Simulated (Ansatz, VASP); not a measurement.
Two plane-wave programs on SiC

```
Si C
1.0
     0.00000    2.18986    2.18986
     2.18986    0.00000    2.18986
     2.18986    2.18986    0.00000
Si C
1 1
Direct
  0.75000 0.75000 0.75000
  0.00000 0.00000 0.00000
```

Alike in both runs: functional PBE; k mesh 10 × 10 × 10; occupations gaussian, width 0.02 eV; no spin polarisation.

Ansatz relaxed the structure, and its values are those at the end. VASP's run is a single point on that final structure, the one shown.

|  | VASP | Ansatz |
| --- | --- | --- |
| version | VASP 6.6.1 | Ansatz 0.2.0 |
| potentials or method | VASP PAW PBE potentials, release 64 (Si, C), cutoff 600 eV | scalar-relativistic, plane waves, PAW |
| valence electrons in the cell | 8 | 8 |

```csv
,VASP,Ansatz,Ansatz less VASP
gap on the k mesh at the Fermi level (eV),1.37,1.37,+0.002
least direct gap on the mesh (eV),4.53,4.53,+0.008
pressure (GPa),-0.2,0.0,+0.18
```
